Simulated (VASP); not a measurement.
Cd2TeO3, 6 atoms in the cell. Symmetry: P6/mmm, No. 191, hexagonal system. The conventional cell has a = 4.330 Å, b = 4.330 Å, c = 6.452 Å, α = 90.00°, β = 90.00°, γ = 120.00°. Within 3.3 Å of Cd (site symmetry -6m2) lie 3 Cd at 2.50 Å. Te (site symmetry 6/mmm) has 6 O at 2.17 Å within 2.9 Å. O (site symmetry mmm) has 2 Te at 2.17 Å and 4 O at 2.17 Å within 2.9 Å. The cell was generated, and may not be a known phase.

| Property | Result |
| --- | --- |
| Program | VASP 6.6.1 |
| Task | relaxation of cell and atoms |
| Functional | PBE |
| Potentials or basis | VASP PAW PBE potentials, release 64 (Cd, Te, O) |
| Cutoff | 600 eV |
| k mesh | 6 × 6 × 4 |
| Occupations | gaussian, width 0.1 eV |
| Spin | no spin polarisation |
| Dipole correction | no |
| Further INCAR settings | ALGO = Normal; EDIFF = 1e-06; IBRION = 2; EDIFFG = -0.04; NSW = 90; ISIF = 3 |

Potentials or basis: VASP PAW PBE potentials, release 64 (Cd, Te, O).

The run is started by

```bash
$ cat potpaw_PBE.64/Cd/POTCAR potpaw_PBE.64/Te/POTCAR potpaw_PBE.64/O/POTCAR > POTCAR
$ mpirun -np 1 vasp_std > vasp.out
```

Hardware: 1 thread of AMD EPYC 7R13, with other jobs on the host.

**Question.** How long does it take, and how much memory?

**Answer.** Wall time 53 min on 1 thread of AMD EPYC 7R13, on a shared host, peak memory 0.29 GiB. Counts: scf iterations 341, k points 21, ion steps 34.
